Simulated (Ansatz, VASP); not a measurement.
**Two plane-wave programs on AlGa3N4**

POSCAR

```
AlGa3N4
1.0
    4.5376460476      0.0310323054     -0.0168005294
    0.0310323054      4.4499869791      0.0236257648
   -0.0168005294      0.0236257648      4.4308834405
Al Ga N
1 3 4
Direct
    0.0100394126     -0.0444911176      0.0215553376
    0.4853147463      0.4885893141     -0.0249328663
    0.5456560008      0.0588032778      0.5326430276
   -0.0383040319      0.4539359742      0.4613275797
    0.7324709272      0.7510491172      0.2363629463
    0.7929986138      0.2563832715      0.7754540487
    0.2428649493      0.7696757172      0.7284529516
    0.2289593818      0.2660544455      0.2691369748
```

File INCAR.step1:

```
ALGO     = Normal         # electronic algorithm
EDIFF    = 1E-4           # SCF threshold, eV
ENCUT    = 520            # plane-wave cutoff, eV
GGA      = PE             # functional
ISMEAR   = 0              # smearing method
LASPH    = T              # aspherical terms in the spheres
LCHARG   = F              # write CHGCAR
LREAL    = F              # projectors in reciprocal space
LWAVE    = T              # write WAVECAR
NBANDS   = 41             # bands
NELM     = 80             # most SCF steps
PREC     = Accurate       # precision mode
SIGMA    = 0.05           # smearing width, eV
```

The input INCAR.step2:

```
ALGO     = Normal         # electronic algorithm
EDIFF    = 1E-7           # SCF threshold, eV
ENCUT    = 520            # plane-wave cutoff, eV
ISIF     = 2              # what is computed and relaxed
ISMEAR   = 0              # smearing method
ISTART   = 1            
LASPH    = T              # aspherical terms in the spheres
LCHARG   = T              # write CHGCAR
LELF     = T              # ELF
LMIXTAU  = T            
LREAL    = F              # projectors in reciprocal space
LVHAR    = T            
LWAVE    = F              # write WAVECAR
METAGGA  = R2SCAN         # meta-GGA
NBANDS   = 41             # bands
NELM     = 80             # most SCF steps
PREC     = Accurate       # precision mode
SIGMA    = 0.05           # smearing width, eV
```

KPOINTS

```
k-points
0
Gamma
  6 6 6
```

Input for Ansatz:

```yaml
crystal:
  lattice:
    - [4.5376460476, 0.0310323054, -0.0168005294]
    - [0.0310323054, 4.4499869791, 0.0236257648]
    - [-0.0168005294, 0.0236257648, 4.4308834405]
  atoms:
    - { symbol: Al, position: [0.0100394126, -0.0444911176, 0.0215553376] }
    - { symbol: Ga, position: [0.4853147463, 0.4885893141, -0.0249328663] }
    - { symbol: Ga, position: [0.5456560008, 0.0588032778, 0.5326430276] }
    - { symbol: Ga, position: [-0.0383040319, 0.4539359742, 0.4613275797] }
    - { symbol: "N", position: [0.7324709272, 0.7510491172, 0.2363629463] }
    - { symbol: "N", position: [0.7929986138, 0.2563832715, 0.7754540487] }
    - { symbol: "N", position: [0.2428649493, 0.7696757172, 0.7284529516] }
    - { symbol: "N", position: [0.2289593818, 0.2660544455, 0.2691369748] }
basis:
  ecutwfc: 500
kpoints:
  mp_grid: { grid: [6, 6, 6] }
hamiltonian:
  xc: r2scan
scf:
  occupations: { method: gaussian, width: 0.05 }
output:
  forces: true
  stress: true
  eigenvalues: true
  write_density: true
  write_potential: true
  elf: true
  volumetric_format: npy
```

Change from the starting cell: all atoms moved at random (sigma 0.15 Å a component), cell strained at random (sigma 0.01).

Alike in both runs: task single point; functional r2SCAN; k mesh 6 × 6 × 6; occupations gaussian, width 0.05 eV; no spin polarisation.

```csv
,VASP,Ansatz
version,VASP 6.6.1,Ansatz 0.2.0
potentials or method,"VASP PAW PBE potentials, release 64 (Al, Ga_d, N), cutoff 520 eV","scalar-relativistic, plane waves, PAW"
valence electrons in the cell,62,62
```

|  | VASP | Ansatz | Ansatz less VASP |
| --- | --- | --- | --- |
| gap on the k mesh at the Fermi level (eV) | 1.52 | 1.55 | +0.024 |
| least direct gap on the mesh (eV) | 1.52 | 1.55 | +0.024 |
| pressure (GPa) | 5.1 | 4.4 | -0.70 |
| traceless stress, the component that is largest in VASP (GPa) | -5.70 | -5.62 | +0.079 |
| rms of the force components (eV/Å) | 2.401 | 2.371 | -0.0306 |

VASP's potentials were made for PBE, not for r2SCAN. Atom by atom the forces differ by 0.049 eV/Å (rms over components).
